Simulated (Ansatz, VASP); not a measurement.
Two plane-wave programs on Al2BAs2

```
CELL_PARAMETERS angstrom
3.19583 0.00000 0.00000
-1.59791 2.76767 0.00000
0.00000 0.00000 9.16848
ATOMIC_POSITIONS crystal
Al 0.33333 0.66667 0.12099
Al 0.66667 0.33333 0.87901
B 0.00000 0.00000 0.00000
As 0.33333 0.66667 0.65050
As 0.66667 0.33333 0.34950
```

Change from the starting cell: species swapped into the Nb2CS2 type (P-3m1, No. 164).

Alike in both runs: task relaxation of cell and atoms; functional PBE; k mesh 12 × 12 × 4; occupations gaussian, width 0.1 eV; no spin polarisation.

|  | VASP | Ansatz |
| --- | --- | --- |
| version | VASP 6.6.1 | Ansatz 0.2.0 |
| potentials or method | VASP PAW PBE potentials, release 64 (Al, B, As), cutoff 600 eV | scalar-relativistic, plane waves, PAW |
| valence electrons in the cell | 19 | 39 |

|  | VASP | Ansatz | Ansatz less VASP |
| --- | --- | --- | --- |
| gap on the k mesh at the Fermi level, each at its own relaxed structure (eV) | none | none | - |
| relaxed volume (Å³/atom) | 16.28 | 17.26 | +0.979 |
| relaxed length of the cell vector where the two differ most in proportion (Å) | 9.482 | 10.981 | +1.4989 |

A gap of «none» marks a metal or a gap that the smearing closes. VASP's potentials hold 19 valence electrons a cell and Ansatz's 39, so a difference there can come from the potentials and not from the codes.
